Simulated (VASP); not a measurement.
Input of a VASP 6.6.1 run:

File INCAR:

```
SYSTEM = ScCuC4N4
ALGO = Normal
EDIFF = 1E-6
ENCUT = 520
GGA = PE
ISIF = 2
ISMEAR = 0
ISPIN = 2
LASPH = .True.
LCHARG = .False.
LMAXMIX = 4
LORBIT = 11
LREAL = .False.
LWAVE = .False.
MAGMOM = 0 1 0 0 0 0 0 0 0 0
NBANDS = 44
NELM = 150
PREC = Accurate
SIGMA = 0.1
```

The input KPOINTS:

```
k-points
0
Gamma
  4 4 4
  0 0 0
```

Contents of POSCAR:

```
ScCuC4N4
1.0
    5.9775425147      0.0000000000      0.0000000000
    0.0000000000      5.9775425147      0.0000000000
    0.0000000000      0.0000000000      5.9775425147
Sc Cu C N
1 1 4 4
Direct
    0.5000000000      0.5000000000      0.5000000000
    0.0000000000      0.0000000000      0.0000000000
    0.1853936450      0.1853936450      0.1853936450
    0.1853936450      0.8146063550      0.8146063550
    0.8146063550      0.1853936450      0.8146063550
    0.8146063550      0.8146063550      0.1853936450
    0.2992948486      0.2992948486      0.2992948486
    0.2992948486      0.7007051514      0.7007051514
    0.7007051514      0.2992948486      0.7007051514
    0.7007051514      0.7007051514      0.2992948486
```

Potentials or basis: VASP PAW PBE potentials, release 64 (Sc_sv, Cu, C, N).

Command:

```console
$ cat potpaw_PBE.64/Sc_sv/POTCAR potpaw_PBE.64/Cu/POTCAR potpaw_PBE.64/C/POTCAR potpaw_PBE.64/N/POTCAR > POTCAR
$ mpirun -np 1 vasp_std > vasp.out
```

**Question.** What does it give for the net moment?

**Answer.** 0.00 μB per cell.

**Question.** What does it give for the pressure?

**Answer.** 0.4 GPa.

**Question.** Predict the band gap on the k mesh.

**Answer.** 2.63 eV (least direct gap 2.67 eV).

**Question.** Estimate the largest force.

**Answer.** 0.297 eV/Å.

Forces on the atoms (eV/Å):
```
Sc   0.000  0.000  0.000
Cu   0.000  0.000  0.000
C   -0.164 -0.164 -0.164
C   -0.164  0.164  0.164
C    0.164 -0.164  0.164
C    0.164  0.164 -0.164
N    0.172  0.172  0.172
N    0.172 -0.172 -0.172
N   -0.172  0.172 -0.172
N   -0.172 -0.172  0.172
```

A k mesh can miss the band edges.
